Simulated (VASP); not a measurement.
## AlN: single point with HSE06

The system is AlN.

```
Al N
1.0
     3.25000    0.00000    0.00000
    -1.62500    2.81458    0.00000
     0.00000    0.00000    4.82611
Al N
2 2
Direct
  0.33333 0.66667 0.99171
  0.66667 0.33333 0.49171
  0.33333 0.66667 0.38829
  0.66667 0.33333 0.88829
```

| Item | Value |
| --- | --- |
| Program | VASP 6.6.1 |
| Task | single point |
| Functional | HSE06 |
| Potentials or basis | VASP PAW PBE potentials, release 64 (Al, N) |
| Cutoff | 520 eV |
| k mesh | 6 × 6 × 4 |
| Occupations | gaussian, width 0.01 eV |
| Spin | no spin polarisation |

- Pressure: -13.0 GPa
- Largest force: 0.061 eV/Å
- Band gap on the k mesh: 4.61 eV

Forces on the atoms (eV/Å):
```
Al   0.000  0.000  0.061
Al   0.000  0.000  0.061
N    0.000  0.000 -0.061
N    0.000  0.000 -0.061
```

Stress tensor (GPa, compression positive):
```
-18.92   0.00   0.00
  0.00 -18.92   0.00
  0.00   0.00  -1.29
```

Levels at points of the mesh, in eV from the valence-band top:
```
           k point  band 6  band 7  band 8  band 9  band 10  band 11
(0.00, 0.00, 0.00)   -0.74   -0.74    0.00    4.61     6.54    11.21
(0.50, 0.00, 0.00)   -2.97   -2.12   -1.11    6.16     7.18     8.78
(0.00, 0.00, 0.50)   -1.24   -1.24   -1.24    6.81     6.81    11.40
(0.50, 0.00, 0.50)   -2.16   -1.53   -1.53    6.23     6.23    10.10
```

It took 42 min on 1 thread of Intel(R) Xeon(R) Platinum 8259CL CPU @ 2.50GHz (Skylake/Cascade Lake), with other jobs on the host, peak memory 0.27 GiB.

Caveat: the stress differs along the axes, from -19 to -1 GPa; the PAW data sets were made with another functional, which shifts forces and pressure a little.
